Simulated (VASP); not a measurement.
# ZrC (I4mm) in VASP: single point with r2SCAN

Aim: the single point of ZrC with r2SCAN.

Everything below comes from runs of VASP 6.6.1. Logs are shortened: lines on timing, memory, paths and dates and some standing lists are left out, and cuts for length are marked.

### 1 The cell of the first run

Symmetry: I4mm, No. 107, tetragonal system. Conventional cell: a = 3.345 Å, b = 3.345 Å, c = 4.730 Å, α = 90.00°, β = 90.00°, γ = 90.00°. Zr (site symmetry 4mm) has 1 C at 1.37 Å within 1.8 Å. Within 1.8 Å of C (site symmetry 4mm) lie 1 Zr at 1.37 Å.

### 2 Single point, r2SCAN (shortest bond scaled by 0.58)

Input file POSCAR:

```
ZrC
1.0
    0.0000000000      2.3650000000      2.3650000000
    2.3650000000      0.0000000000      2.3650000000
    2.3650000000      2.3650000000      0.0000000000
Zr C
1 1
Direct
    0.3950000000      0.3950000000      0.6050000000
    0.1050000000      0.1050000000     -0.1050000000
```

Input file INCAR.step1:

```
SYSTEM = ZrC
ALGO = Normal
EDIFF = 1E-4
ENCUT = 520
GGA = PE
ISMEAR = -1
LASPH = .TRUE.
LCHARG = .FALSE.
LREAL = .FALSE.
LWAVE = .TRUE.
NBANDS = 15
NELM = 60
PREC = Accurate
SIGMA = 0.05
```

Input file INCAR.step2:

```
SYSTEM = ZrC
ALGO = Normal
EDIFF = 1E-7
ENCUT = 520
ISIF = 2
ISMEAR = -1
ISTART = 1
LASPH = .TRUE.
LCHARG = .TRUE.
LELF = .TRUE.
LMIXTAU = .TRUE.
LREAL = .FALSE.
LVHAR = .TRUE.
LWAVE = .FALSE.
METAGGA = R2SCAN
NBANDS = 15
NELM = 60
PREC = Accurate
SIGMA = 0.05
```

Input file KPOINTS:

```
k-points
0
G
  11 11 11
  0 0 0
```

Potentials or basis: VASP PAW PBE potentials, release 64 (Zr_sv, C).

The run is started by

```bash
> cat potpaw_PBE.64/Zr_sv/POTCAR potpaw_PBE.64/C/POTCAR > POTCAR
> cp INCAR.step1 INCAR
> mpirun -np 1 vasp_std > vasp.out
> cp INCAR.step2 INCAR
> mpirun -np 1 vasp_std > vasp.out
```

OUTCAR:

```text
SYSTEM = ZrC
   EDIFF = 1E-7
   ENCUT = 520
   ISIF = 2
   ISMEAR = -1
   ISTART = 1
   LASPH = .TRUE.
   LREAL = .FALSE.
   METAGGA = R2SCAN
   NELM = 60
   PREC = Accurate

 ion  position               nearest neighbor table
   1  0.395  0.395  0.605-   2 1.37   2 2.57   2 2.57   2 2.57   2 2.57
   2  0.105  0.105  0.895-   1 1.37   1 2.57   1 2.57   1 2.57   1 2.57

 -----------------------------------------------------------------------------
|                                                                             |
|           W    W    AA    RRRRR   N    N  II  N    N   GGGG   !!!           |
|           W    W   A  A   R    R  NN   N  II  NN   N  G    G  !!!           |
|           W    W  A    A  R    R  N N  N  II  N N  N  G       !!!           |
|           W WW W  AAAAAA  RRRRR   N  N N  II  N  N N  G  GGG   !            |
|           WW  WW  A    A  R   R   N   NN  II  N   NN  G    G                |
|           W    W  A    A  R    R  N    N  II  N    N   GGGG   !!!           |
|                                                                             |
|     The distance between some ions is very small. Please check the          |
|     nearest-neighbor list in the OUTCAR file.                               |
|     I HOPE YOU KNOW WHAT YOU ARE DOING!                                     |
|                                                                             |
 -----------------------------------------------------------------------------

  LATTYP: Found a face centered cubic cell.
 ALAT       =     4.7300000000

  Lattice vectors:

 A1 = (   0.0000000000,   2.3650000000,   2.3650000000)
 A2 = (   2.3650000000,   0.0000000000,   2.3650000000)
 A3 = (   2.3650000000,   2.3650000000,   0.0000000000)

Analysis of symmetry for initial positions (statically):
=====================================================================
 Subroutine PRICEL returns:
 Original cell was already a primitive cell.

 Routine SETGRP: Setting up the symmetry group for a
 face centered cubic supercell.

 Subroutine GETGRP returns: Found  8 space group operations
 (whereof  8 operations were pure point group operations)
 out of a pool of 48 trial point group operations.

The static configuration has the point symmetry C_4v.

Analysis of symmetry for dynamics (positions and initial velocities):
=====================================================================
 Subroutine PRICEL returns:
 Original cell was already a primitive cell.

 Routine SETGRP: Setting up the symmetry group for a
 face centered cubic supercell.

 Subroutine GETGRP returns: Found  8 space group operations
 (whereof  8 operations were pure point group operations)
 out of a pool of 48 trial point group operations.

The dynamic configuration has the point symmetry C_4v.

 Subroutine INISYM returns: Found  8 space group operations
 (whereof  8 operations are pure point group operations),
 and found     1 'primitive' translations

----------------------------------------------------------------------------------------

                                     Primitive cell

  volume of cell :      26.4560

  direct lattice vectors                    reciprocal lattice vectors
     0.000000000  2.365000000  2.365000000    -0.211416490  0.211416490  0.211416490
     2.365000000  0.000000000  2.365000000     0.211416490 -0.211416490  0.211416490
     2.365000000  2.365000000  0.000000000     0.211416490  0.211416490 -0.211416490

  length of vectors
     3.344615075  3.344615075  3.344615075     0.366184103  0.366184103  0.366184103

  position of ions in fractional coordinates (direct lattice)
     0.395000000  0.395000000  0.605000000
     0.105000000  0.105000000  0.895000000

  ion indices of the primitive-cell ions
   primitive index   ion index
                 1           1
                 2           2

----------------------------------------------------------------------------------------

 KPOINTS: k-points

Automatic generation of k-mesh.
 Grid dimensions read from file:
 generate k-points for:   11   11   11

 Generating k-lattice:

  Cartesian coordinates                     Fractional coordinates (reciprocal lattice)
    -0.019219681  0.019219681  0.019219681     0.090909091  0.000000000  0.000000000
     0.019219681 -0.019219681  0.019219681     0.000000000  0.090909091  0.000000000
     0.019219681  0.019219681 -0.019219681     0.000000000  0.000000000  0.090909091

  Length of vectors
     0.033289464  0.033289464  0.033289464

  Shift w.r.t. Gamma in fractional coordinates (k-lattice)
     0.000000000  0.000000000  0.000000000

 Subroutine IBZKPT returns following result:
 ===========================================

 Found    126 irreducible k-points:

 Following reciprocal coordinates:
            Coordinates               Weight
  0.000000  0.000000  0.000000      1.000000
  0.090909  0.000000  0.000000      8.000000
  0.181818  0.000000  0.000000      8.000000
  0.272727  0.000000  0.000000      8.000000
  0.363636  0.000000  0.000000      8.000000
  0.454545  0.000000  0.000000      8.000000
[... 16 lines left out ...]
 -0.181818  0.090909  0.000000      8.000000
  0.000000 -0.181818  0.090909     16.000000
 [... further k-points ...]
   k-points           NKPTS =    126   k-points in BZ     NKDIM =    126   number of bands    NBANDS=     15
   number of dos      NEDOS =    301   number of ions     NIONS =      2
   total plane-waves  NPLWV =  21952
   dimension x,y,z NGX =    28 NGY =   28 NGZ =   28
   dimension x,y,z NGXF=    56 NGYF=   56 NGZF=   56
   ions per type =               1   1
   NGX,Y,Z   is equivalent  to a cutoff of  13.92, 13.92, 13.92 a.u.
   NGXF,Y,Z  is equivalent  to a cutoff of  27.84, 27.84, 27.84 a.u.
 SYSTEM =  ZrC
   PREC   = accura    normal or accurate (medium, high low for compatibility)
   ISTART =      1    job   : 0-new  1-cont  2-samecut
   ICHARG =      0    charge: 1-file 2-atom 10-const
   ISPIN  =      1    spin polarized calculation?
   LNONCOLLINEAR =      F non collinear calculations
   LSORBIT =      F    spin-orbit coupling
   LASPH  =      T    aspherical Exc in radial PAW
   ENCUT  =  520.0 eV  38.22 Ry    6.18 a.u.   6.22  6.22  6.22*2*pi/ulx,y,z
   NELM   =     60;   NELMIN=  2; NELMDL=  0     # of ELM steps
   EDIFF  = 0.1E-06   stopping-criterion for ELM
   LREAL  =      F    real-space projection
   EDIFFG = 0.1E-05   stopping-criterion for IOM
   NSW    =      0    number of steps for IOM
   IBRION =     -1    ionic relax: 0-MD 1-quasi-New 2-CG
   NFREE  =      0    steps in history (QN), initial steepest desc. (CG)
   ISIF   =      2    stress and relaxation
   ISYM   =      2    0-nonsym 1-usesym 2-fastsym
   POTIM  = 0.5000    time-step for ionic-motion
   TEBEG  =    0.0;   TEEND  =   0.0 temperature during run
   PSTRESS=    0.0 pullay stress
   NELECT =      16.0000    total number of electrons
   NUPDOWN=      -1.0000    fix difference up-down
   EMIN   =  10.00;   EMAX   =-10.00  energy-range for DOS
   EFERMI =   0.00;   METHOD = LEGACY
   ISMEAR =    -1;   SIGMA  =   0.05  broadening in eV -4-tet -1-fermi 0-gaus
   EFERMI_NEDOS =   21; number of points for ismear=-14 and -15
   IALGO  =     38    algorithm
   IMIX   =      4    mixing-type and parameters
     AMIX     =   0.40;   BMIX     =  1.00
     AMIX_MAG =   1.60;   BMIX_MAG =  1.00
  volume/ion in A,a.u.               =      13.23        89.27
  Fermi-wavevector in a.u.,A,eV,Ry     =   1.384439  2.616209 26.077880  1.916670
  Thomas-Fermi vector in A             =   2.508943
   LORBIT       =      0    0 simple, 1 ext, 2 COOP (PROOUT), +10 PAW based schemes
   METAGGA = R2SCAN    functional components
   LHFCALC =     F    Hartree Fock is set to
   AEXX    =    0.0000 exact exchange contribution
   IVDW    =     0    specifies the selected vdW correction
   LEPSILON=     F    determine dielectric tensor
   LRPA    =     F    only Hartree local field effects (RPA)
 non-spin polarized calculation
  energy-cutoff  :      520.00
  volume of cell :       26.46
 maximum number of plane-waves:       725
 NGX is ok and might be reduce to    28
   NGX = 13   NGY = 13   NGZ = 13

 number of electron      16.0000000 magnetization

 Free energy of the ion-electron system (eV)
  ---------------------------------------------------
  ext. energy  EPLUGINS =         0.00000000
  ---------------------------------------------------
  free energy    TOTEN  =       -23.89051016 eV

  energy without entropy =      -23.88756137  energy(sigma->0) =      -23.88903577

 E-fermi :   9.1848     XC(G=0): -12.2997

 val. band max:        9.1563543492   @ k =   0.0000   0.4545   0.3636
 cond. band min:       9.1954115546   @ k =   0.0000   0.3636   0.3636
 fundamental gap:      0.0390572055
 Fermi energy:         9.1847778190

 k-point     1 :       0.0000    0.0000    0.0000
  band No.  band energies     occupation
      1     -40.8451      2.00000
      2     -19.9128      2.00000
      3     -17.2864      2.00000
      4     -17.2864      2.00000
      5      -1.1387      2.00000
      6       4.6326      2.00000
      7       4.6326      2.00000
      8       7.8332      2.00000
      9      10.9612      0.00000
     10      12.6670      0.00000
     11      15.2895      0.00000
     12      18.2131      0.00000
     13      18.2131      0.00000
     14      19.1258      0.00000
     15      22.6117      0.00000

 k-point     2 :       0.0909    0.0000    0.0000
  band No.  band energies     occupation
      1     -40.8371      2.00000
      2     -19.9412      2.00000
      3     -17.3354      2.00000
      4     -17.2984      2.00000
      5      -0.9528      2.00000
      6       4.5883      2.00000
      7       4.7153      2.00000
      8       7.7710      2.00000
      9      10.9455      0.00000
     10      12.5071      0.00000
     11      15.2022      0.00000
     12      18.0888      0.00000
     13      18.6165      0.00000
     14      19.6976      0.00000
     15      23.1281      0.00000
[... 365 lines left out ...]
      3     -17.5931      2.00000
      4     -17.3337      2.00000
      5      -0.1529      2.00000
      6       4.1325      2.00000
      7       5.0234      2.00000
      8       8.0030      2.00000
      9      11.3438      0.00000
     10      11.7208      0.00000
     11      14.8959      0.00000
     12      18.0045      0.00000
     13      20.1620      0.00000
     14      21.5377      0.00000
     15      23.5080      0.00000

 k-point    24 :       0.0000   -0.1818    0.0909
  band No.  band energies     occupation
      1     -40.8008      2.00000
      2     -20.0913      2.00000
      3     -17.4945      2.00000
      4     -17.3862      2.00000
      5      -0.0994      2.00000
      6       4.5501      2.00000
      7       5.0337      2.00000
      8       7.3548      2.00000
      9      10.8390      0.00000
     10      12.4029      0.00000
     11      15.1118      0.00000
     12      18.5673      0.00000
     13      19.3230      0.00000
     14      21.8769      0.00000
     15      23.2278      0.00000

 [... further k-points ...]
[... 5 lines left out ...]
  --------------------------------------------------------------------------------------
  -------------------------------------------------------------------------------------
  Total        0.2231012      0.2231012     57.1970253      0.0000000      0.0000000      0.0000000
  in kB       13.5110506     13.5110506   3463.8620989      0.0000000      0.0000000      0.0000000
  external PRESSURE =    1163.6280667 kB  Pullay stress =       0.0000000 kB

 VOLUME and BASIS-vectors are now :
 -----------------------------------------------------------------------------
  energy-cutoff  :      520.00
  volume of cell :       26.46
      direct lattice vectors                 reciprocal lattice vectors
     0.000000000  2.365000000  2.365000000    -0.211416490  0.211416490  0.211416490
     2.365000000  0.000000000  2.365000000     0.211416490 -0.211416490  0.211416490
     2.365000000  2.365000000  0.000000000     0.211416490  0.211416490 -0.211416490

 POSITION                                       TOTAL-FORCE (eV/Angst)
 -----------------------------------------------------------------------------------
      2.36500      2.36500      1.86835         0.000000      0.000000     42.407590
      2.36500      2.36500      0.49665         0.000000      0.000000    -42.407590
 -----------------------------------------------------------------------------------
    total drift:                               -0.000000     -0.000000      0.000101

  FREE ENERGIE OF THE ION-ELECTRON SYSTEM (eV)
  ---------------------------------------------------
  free  energy   TOTEN  =       -23.8905101623 eV

  energy  without entropy=      -23.8875613734  energy(sigma->0) =      -23.88903577
```

Wall time 3.7 min (1 thread of Intel Xeon Platinum 8375C at 2.90GHz (Ice Lake), shared host); peak memory 0.2 GiB.

Results:

| Item | Value |
| --- | --- |
| Free energy | -23.8905 eV |
| Pressure | 116.4 GPa |
| Largest force | 42.408 eV/Å |
| Band gap on the k mesh | zero (bands 8 and 9 overlap by 1.37 eV) |

Forces in eV/Å, atoms in the order of the input:
```
Zr    0.000   0.000  42.408
C     0.000   0.000 -42.408
```

Levels at points of the mesh, in eV from the Fermi level:
```csv
k point,band 6,band 7,band 8,band 9,band 10,band 11
"(0.00, 0.00, 0.00)",-4.55,-4.55,-1.35,1.78,3.48,6.10
```

Caveat: the cell differs from its parent crystal (shortest bond scaled by 0.58); atoms lie so close that the PAW spheres overlap strongly, which falsifies energies and pressures; the stress differs along the axes, from 1 to 346 GPa; the PAW data sets were made with another functional, which shifts forces and pressure a little.

The gap in the log of VASP goes by the Fermi energy; the results here count the filled bands.